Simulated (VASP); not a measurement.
Wanted: the native input for a VASP 6.6.1 run.

* Task: relaxation of cell and atoms
* Functional: PBE
* Potentials or basis: VASP PAW PBE potentials, release 64 (C)
* Cutoff: 600 eV
* k mesh: 12 × 12 × 6
* Occupations: gaussian, width 0.02 eV
* Spin: no spin polarisation
* Dipole correction: no
* Further INCAR settings: ALGO = Normal; EDIFF = 1e-06; IBRION = 2; EDIFFG = -0.01; NSW = 100; ISIF = 3

The structure of C lies in POSCAR:

```
C
1.0
    1.2891399233     -2.2755728613      0.0000000000
    1.2891399233      2.2755728613      0.0000000000
    0.0000000000      0.0000000000      5.6606124500
C
6
Direct
    0.0000000000      0.5000000000      0.3329233737
    0.5000000000      0.0000000000      0.6670766263
    0.5000000000      0.0000000000      0.1670766263
    0.0000000000      0.5000000000      0.8329233737
    0.0000000000      0.0000000000      0.5000000000
    0.5000000000      0.5000000000      0.0000000000
```

The input as run:

INCAR

```
  ALGO = Normal
  EDIFF = 1E-6
  EDIFFG = -0.01
  ENCUT = 600
  GGA = PE
  IBRION = 2
  ISIF = 3
  ISMEAR = 0
  LASPH = True
  LCHARG = False
  LREAL = False
  LWAVE = False
  NELM = 100
  NSW = 100
  PREC = Accurate
  SIGMA = 0.02
```

KPOINTS

```
k-points
0
Gamma
  12 12 6
```

Potentials or basis: VASP PAW PBE potentials, release 64 (C).

The run is started by

```console
$ cat potpaw_PBE.64/C/POTCAR > POTCAR
$ mpirun -np 1 vasp_std > vasp.out
```

Results of the run:

| Item | Value |
| --- | --- |
| Relaxed volume | 5.54 Å³/atom |
| Relaxed cell | a = 2.616 Å, b = 2.616 Å, c = 5.662 Å, α = 90.00°, β = 90.00°, γ = 120.94° |
| Space group after relaxing (to 0.05 Å) | Ccce (No. 68) |
| Energy gained by relaxing | 0.0 meV/atom |
| Ionic steps | 3 |
| Pressure after relaxing | 0.0 GPa |
| Band gap on the k mesh | 0.84 eV, indirect (least direct gap 2.55 eV) |

Wall time 61 s on 1 thread of Intel(R) Xeon(R) 6975P-C (Granite Rapids) (shared host), peak memory 0.21 GiB.
